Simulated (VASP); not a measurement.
Here is a VASP 6.6.1 calculation.

The input INCAR:

```
SYSTEM = ZnCu
  ALGO = Fast
  EDIFF = 1E-7
  ENCUT = 520
  GGA = PE
  ISIF = 2
  ISMEAR = 0
  LASPH = .True.
  LCHARG = .True.
  LELF = .True.
  LREAL = .False.
  LVHAR = .True.
  LWAVE = .False.
  NBANDS = 18
  NELM = 100
  PREC = Accurate
  SIGMA = 0.1
```

File KPOINTS:

```
k-points
0
Gamma
  12 12 12
  0 0 0
```

Contents of POSCAR:

```
ZnCu
1.0
    2.9512434000     -0.0589000000     -0.0589000000
   -0.0589000000      2.9512434000      0.0589000000
   -0.0589000000      0.0589000000      2.9512434000
Zn Cu
1 1
Direct
    0.5000000000      0.5000000000      0.5000000000
    0.0000000000      0.0000000000      0.0000000000
```

Potentials or basis: VASP PAW PBE potentials, release 64 (Zn, Cu).

Run with:

```bash
$ cat potpaw_PBE.64/Zn/POTCAR potpaw_PBE.64/Cu/POTCAR > POTCAR
$ mpirun -np 1 vasp_std > vasp.out
```

(1) Predict the pressure.

Answers

(1) 2.7 GPa.

Caveat: the cell differs from its parent crystal (strained).
